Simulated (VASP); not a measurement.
Set up this calculation in VASP 6.6.1, as the native input.

| Quantity | Value |
| --- | --- |
| Task | relaxation of cell and atoms |
| Functional | PBE |
| Potentials or basis | VASP PAW PBE potentials, release 64 (Ge_d, N) |
| Cutoff | 600 eV |
| k mesh | 6 × 6 × 4 |
| Occupations | gaussian, width 0.1 eV |
| Spin | no spin polarisation |
| Dipole correction | no |
| Further INCAR settings | ALGO = Normal; EDIFF = 1e-07; IBRION = 2; EDIFFG = -0.04; NSW = 90; ISIF = 3 |

The structure of Ge3N lies in POSCAR:

```
Ge3N
1.0
    5.4812569400      0.0000000000      0.0000000000
   -2.7406284700      4.7469077500      0.0000000000
    0.0000000000      0.0000000000      4.9966504800
Ge N
6 2
Direct
    0.3170500100      0.0000000000      0.2500000000
    0.3170500100      0.3170500100      0.7500000000
    0.0000000000      0.3170500100      0.2500000000
    0.6829499900      0.0000000000      0.7500000000
    0.6829499900      0.6829499900      0.2500000000
    0.0000000000      0.6829499900      0.7500000000
    0.0000000000      0.0000000000      0.0000000000
    0.0000000000      0.0000000000      0.5000000000
```

The cell was generated, and may not be a known phase.

The input as run:

INCAR

```
ALGO     = Normal         # electronic algorithm
EDIFF    = 1E-7           # SCF threshold, eV
EDIFFG   = -0.04          # ionic threshold
ENCUT    = 600            # plane-wave cutoff, eV
GGA      = PE             # functional
IBRION   = 2              # ionic algorithm
ISIF     = 3              # what is computed and relaxed
ISMEAR   = 0              # smearing method
LASPH    = True           # aspherical terms in the spheres
LCHARG   = False          # write CHGCAR
LREAL    = False          # projectors in reciprocal space
LWAVE    = False          # write WAVECAR
NELM     = 80             # most SCF steps
NSW      = 90             # ionic steps
PREC     = Accurate       # precision mode
SIGMA    = 0.1            # smearing width, eV
```

KPOINTS

```
k-points
0
Gamma
  6 6 4
```

Potentials or basis: VASP PAW PBE potentials, release 64 (Ge_d, N).

Launch:

```sh
$ cat potpaw_PBE.64/Ge_d/POTCAR potpaw_PBE.64/N/POTCAR > POTCAR
$ mpirun -np 1 vasp_std > vasp.out
```

It gave:

```yaml
Relaxed_volume: 16.41 Å³/atom
Relaxed_cell: a = 5.105 Å, b = 5.105 Å, c = 5.818 Å, α = 90.00°, β = 90.00°, γ = 120.00°
Space_group_after_relaxing_to_0.1_Å: P6_3/mcm (No. 193)
Energy_gained_by_relaxing: 96.9 meV/atom
Ionic_steps: 23
Pressure_after_relaxing: 0.0 GPa
Largest_force_after_relaxing: 0.006 eV/Å
Band_gap_on_the_k_mesh: zero (bands 47 and 48 overlap by 2.59 eV)
```

Caveat: a cell axis changed by over 15 % at a fixed basis, so the end point is rough.

Run time: 62 min on 1 thread of AMD EPYC 9R14 (Zen 4), on a shared host, peak memory 0.35 GiB.
